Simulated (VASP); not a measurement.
Runs of VASP 6.6.1 on GaP. The structure is that of space group I-4m2 (No. 119), or close to it. The cells are those of the table. 

```tsv
cell	gap on the mesh (eV)	pressure (GPa)
a = 4.006, b = 4.006, c = 3.627 Å, angles 63.1, 63.1, 53.8°, 2 atoms	0.83	-0.5
a = 4.205, b = 4.205, c = 3.434 Å, angles 65.9, 65.9, 48.2°, 2 atoms	none	-0.7
a = 3.808, b = 3.808, c = 3.963 Å, angles 58.6, 58.6, 62.7°, 2 atoms	1.06	(b)
a = 3.776, b = 3.776, c = 4.069 Å, angles 57.4, 57.4, 65.2°, 2 atoms	0.37	-0.6
a = 3.755, b = 3.755, c = 4.187 Å, angles 56.1, 56.1, 67.8°, 2 atoms	none	(a)
a = 4.095, b = 4.095, c = 3.531 Å, angles 64.5, 64.5, 51.1°, 2 atoms	none	-0.7
a = 3.746, b = 3.746, c = 4.326 Å, angles 54.7, 54.7, 70.5°, 2 atoms	none	-3.0
```

Alike in all rows: task single point; level r2SCAN; potentials or basis VASP PAW PBE potentials, release 64 (Ga_d, P); no spin polarisation; k mesh 10 × 10 × 10; cutoff (eV) 520; smearing gaussian 0.05 eV.

Estimate the missing entries.

(a) -1.5; (b) -0.2.

Caveats: the PAW data sets were made with another functional, which shifts forces and pressure a little; semilocal functionals underestimate gaps, and a narrow one can read as zero (at least some runs); the stress differs along the axes, from -14 to 6 GPa (at least some runs); the stress differs along the axes, from -25 to 11 GPa (at least some runs); the stress differs along the axes, from -2 to 4 GPa (at least some runs); the stress differs along the axes, from -4 to 6 GPa (at least some runs); the stress differs along the axes, from -6 to 7 GPa (at least some runs).

A k mesh can miss the band edges, and the runs leave out spin-orbit coupling on Ga.

A gap of «none» marks levels without a gap at the run's occupations.
